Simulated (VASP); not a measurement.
Set up this calculation in VASP 6.6.1, as the native input.

```
Task                   : single point
Functional             : LDA
Potentials or basis    : VASP PAW LDA potentials, release 64 (Te, Pb_d, S)
Cutoff                 : 520 eV
k mesh                 : 6 × 6 × 6
Occupations            : gaussian, width 0.01 eV
Spin                   : no spin polarisation
Dipole correction      : no
Further INCAR settings : ALGO = Normal; EDIFF = 1e-06; NBANDS = 28
```

The structure of TePb2S lies in POSCAR:

```
TePb2S
1.0
    2.2219760700      1.2828584800      7.2598916100
   -2.2219760700      1.2828584800      7.2598916100
    0.0000000000     -2.5657169700      7.2598916100
Te Pb S
1 2 1
Direct
    0.5000000004      0.5000000004      0.4999999985
    0.7417120006      0.7417120006      0.7417119977
    0.2582880002      0.2582880002      0.2582879992
    0.0000000000      0.0000000000      0.0000000000
```

One way to write it, as run:

INCAR

```
PREC = Accurate
ENCUT = 520
EDIFF = 1E-6
ISMEAR = 0
SIGMA = 0.01
LREAL = False
LASPH = True
NELM = 60
ALGO = Normal
ISIF = 2
LWAVE = False
LCHARG = False
GGA = CA
NBANDS = 28
```

KPOINTS

```
Automatic mesh
0
Gamma
  6 6 6
```

Potentials or basis: VASP PAW LDA potentials, release 64 (Te, Pb_d, S).

Launch:

```console
$ cat potpaw_LDA.64/Te/POTCAR potpaw_LDA.64/Pb_d/POTCAR potpaw_LDA.64/S/POTCAR > POTCAR
$ mpirun -np 1 vasp_std > vasp.out
```

Results of the run:

| Quantity | Value |
| --- | --- |
| Pressure | -4.0 GPa |
| Largest force | 0.040 eV/Å |
| Band gap on the k mesh | 0.52 eV, indirect (least direct gap 0.55 eV) |

Caveat: spin-orbit coupling is left out, which moves the levels of the heavy elements.

It took 6.8 min on 1 thread of AMD EPYC 7R43 64-Core Processor (Zen 3), with other jobs on the host, peak memory 0.38 GiB.
